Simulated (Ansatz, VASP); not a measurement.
Two plane-wave programs on AlNi3

```
Al Ni
1.0
    -0.33333    2.67141    2.67141
     2.67141   -0.33333    2.67141
     2.67141    2.67141   -0.33333
Al Ni
1 3
Direct
  0.50000 0.50000 0.50000
  0.25000 0.25000 0.25000
  0.00000 0.00000 0.00000
  0.75000 0.75000 0.75000
```

Alike in both runs: task single point; functional PBEsol; k mesh 14 × 14 × 14; occupations gaussian, width 0.15 eV; no spin polarisation.

|  | VASP | Ansatz |
| --- | --- | --- |
| version | VASP 6.6.1 | Ansatz 0.2.0 |
| potentials or method | VASP PAW PBE potentials, release 64 (Al, Ni), cutoff 520 eV | scalar-relativistic, plane waves, PAW |
| valence electrons in the cell | 33 | 57 |

|  | VASP | Ansatz | Ansatz less VASP |
| --- | --- | --- | --- |
| gap on the k mesh at the Fermi level (eV) | none | none | - |
| pressure (GPa) | 2.9 | 2.8 | -0.09 |
| traceless stress, the component that is largest in VASP (GPa) | 22.77 | 22.92 | +0.143 |
| rms of the force components (eV/Å) | 0.115 | 0.130 | +0.0150 |

VASP's potentials were made for PBE, not for PBEsol, and Ansatz warns of the same on its side. Atom by atom the forces differ by 0.015 eV/Å (rms over components). A gap of «none» marks a metal or a gap that the smearing closes. VASP's potentials hold 33 valence electrons a cell and Ansatz's 57, so a difference there can come from the potentials and not from the codes.
